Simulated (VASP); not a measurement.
A run of VASP 6.6.1:

The input INCAR:

```
ALGO = Normal
EDIFF = 1E-6
ENCUT = 520
GGA = PE
ISIF = 2
ISMEAR = -1
LASPH = T
LCHARG = F
LREAL = F
LWAVE = F
NBANDS = 20
NELM = 60
PREC = Accurate
SIGMA = 0.02
```

File KPOINTS:

```
k-points
0
Gamma
  12 12 4
```

POSCAR

```
WSe2
1.0
    3.3104015815      0.0000000000      0.0000000000
   -1.6552007907      2.8668918663      0.0000000000
    0.0000000000      0.0000000000      7.2130040201
W Se
1 2
Direct
    0.0000000000      0.0000000000      0.0000000000
    0.3333333333      0.6666666667      0.2303823983
    0.3333333333      0.6666666667      0.7696176017
```

Potentials or basis: VASP PAW PBE potentials, release 64 (W_sv, Se).

The run is started by

```sh
$ cat potpaw_PBE.64/W_sv/POTCAR potpaw_PBE.64/Se/POTCAR > POTCAR
$ mpirun -np 1 vasp_std > vasp.out
```

Hardware: 1 thread of Intel(R) Xeon(R) Platinum 8259CL CPU @ 2.50GHz (Skylake/Cascade Lake), on a shared host.

Task: How long does it take, and how much memory?

Result: It took 86 s on 1 thread of Intel(R) Xeon(R) Platinum 8259CL CPU @ 2.50GHz (Skylake/Cascade Lake), with other jobs on the host, peak memory 0.23 GiB. Counts: scf iterations 14, k points 57.
